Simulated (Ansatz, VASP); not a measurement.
# One calculation of LiH, two programs

Contents of POSCAR:

```
LiH
1.0
    0.0000000000      2.1451220264      2.1451220264
    2.1451220264      0.0000000000      2.1451220264
    2.1451220264      2.1451220264      0.0000000000
Li H
1 1
Direct
    0.0000000000      0.0000000000      0.0000000000
    0.2500000000      0.2500000000      0.2500000000
```

INCAR.step1

```
  PREC = Accurate
  ENCUT = 520
  EDIFF = 1E-5
  ISMEAR = 0
  SIGMA = 0.01
  LREAL = False
  LASPH = True
  NELM = 80
  ALGO = Normal
  ISIF = 2
  LWAVE = True
  LCHARG = False
  NBANDS = 9
  GGA = PE
```

The input INCAR.step2:

```
  PREC = Accurate
  ENCUT = 520
  EDIFF = 1E-6
  ISMEAR = 0
  SIGMA = 0.01
  LREAL = False
  LASPH = True
  NELM = 80
  ALGO = Normal
  ISIF = 2
  LWAVE = False
  LCHARG = False
  GGA = PE
  LHFCALC = True
  AEXX = 1.0
  ALDAC = 0.0
  AGGAC = 0.0
  PRECFOCK = Normal
  NBANDS = 9
  ISTART = 1
```

The input KPOINTS:

```
Automatic mesh
0
Gamma
  8 8 8
```

Input for Ansatz:

```yaml
crystal:
  lattice:
    - [0.0, 2.1451220264, 2.1451220264]
    - [2.1451220264, 0.0, 2.1451220264]
    - [2.1451220264, 2.1451220264, 0.0]
  atoms:
    - { symbol: Li, position: [0.0, 0.0, 0.0] }
    - { symbol: H, position: [0.25, 0.25, 0.25] }
kpoints:
  mp_grid: { grid: [8, 8, 8] }
  band_path:
    path:
      - [0.0, 0.0, 0.0]
      - [-0.5, -0.5, 0.0]
      - [-0.375, -0.375, 0.25]
      - [-0.375, 0.0, 0.375]
      - [0.0, 0.0, 0.5]
      - [-0.5, -0.25, 0.25]
      - [0.25, -0.5, -0.25]
      - [-0.15, -0.075, 0.425]
    npoints: 1
hamiltonian:
  xc: hf
scf:
  occupations: { method: fixed }
  n_extra_bands: 4
output:
  forces: true
  stress: true
  eigenvalues: true
```

Alike in both runs: task single point; functional HF; k mesh 8 × 8 × 8; no spin polarisation.

```csv
,VASP,Ansatz
version,VASP 6.6.1,Ansatz 0.2.0
potentials or method,"VASP PAW PBE potentials, release 64 (Li_sv, H)","plane waves, PAW"
plane-wave cutoff (eV),520,420
occupations,"gaussian, width 0.01 eV",fixed
valence electrons in the cell,4,4
```

```csv
,VASP,Ansatz,Ansatz less VASP
gap on the k mesh at the Fermi level (eV),12.16,12.18,+0.024
```

VASP's potentials were made for PBE, not for HF. Ansatz's warnings: stress exchange threshold loose, stress scf threshold loose.

Noted on VASP's run: the cutoff is under 1.25 times that of the potentials, so the pressure is a little rough.
